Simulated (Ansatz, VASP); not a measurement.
**Fe in VASP and in Ansatz**

INCAR

```
ALGO = Normal ; EDIFF = 1E-7
ENCUT = 520 ; GGA = PE
ISIF = 2 ; ISMEAR = -1
ISPIN = 2 ; LASPH = T
LCHARG = F ; LMAXMIX = 4
LORBIT = 11 ; LREAL = F
LWAVE = F ; MAGMOM = 2.5
NBANDS = 14 ; NELM = 150
PREC = Accurate ; SIGMA = 0.06122561905347299
```

File KPOINTS:

```
k-points
0
Gamma
  24 24 24
```

Contents of POSCAR:

```
Fe
1.0
   -1.3866036848      1.3866036848      1.3866036848
    1.3866036848     -1.3866036848      1.3866036848
    1.3866036848      1.3866036848     -1.3866036848
Fe
1
Direct
    0.0000000000      0.0000000000      0.0000000000
```

Input for Ansatz:

```yaml
crystal:
  atoms:
  - position: [0.0, 0.0, 0.0]
    spin: 2.5
    symbol: Fe
  lattice:
  - [-1.3866036848346184, 1.3866036848346184, 1.3866036848346184]
  - [1.3866036848346184, -1.3866036848346184, 1.3866036848346184]
  - [1.3866036848346184, 1.3866036848346184, -1.3866036848346184]
hamiltonian:
  dispersion: none
  pseudopotentials:
    kind: all_electron
    lapw: {}
    relativity: scalar
  xc: pbe
kpoints:
  mp_grid:
    grid: [24, 24, 24]
    shift: [0, 0, 0]
magnetization: {spin_polarized: true}
output: {forces: true, stress: true}
scf:
  occupations: {method: fermi_dirac, width: 0.06122561905347299}
```

Alike in both runs: task single point; functional PBE; k mesh 24 × 24 × 24; occupations fermi-dirac, width 0.0612256 eV; collinear spin.

```csv
,VASP,Ansatz
version,VASP 6.6.1,Ansatz 0.2 development build
potentials or method,"VASP PAW PBE potentials, release 64 (Fe), cutoff 520 eV","all-electron full-potential LAPW, scalar-relativistic"
```

|  | VASP | Ansatz | Ansatz less VASP |
| --- | --- | --- | --- |
| pressure (GPa) | 13.5 | 13.8 | +0.23 |
| net moment per atom (μB) | 2.07 | 2.05 | -0.018 |
| size of the moment on the site where the two differ most (μB) | 2.06 | 2.10 | +0.044 |

Site moments also hang on the region over which each program counts them. Ansatz ran all-electron here, and VASP with PAW potentials.
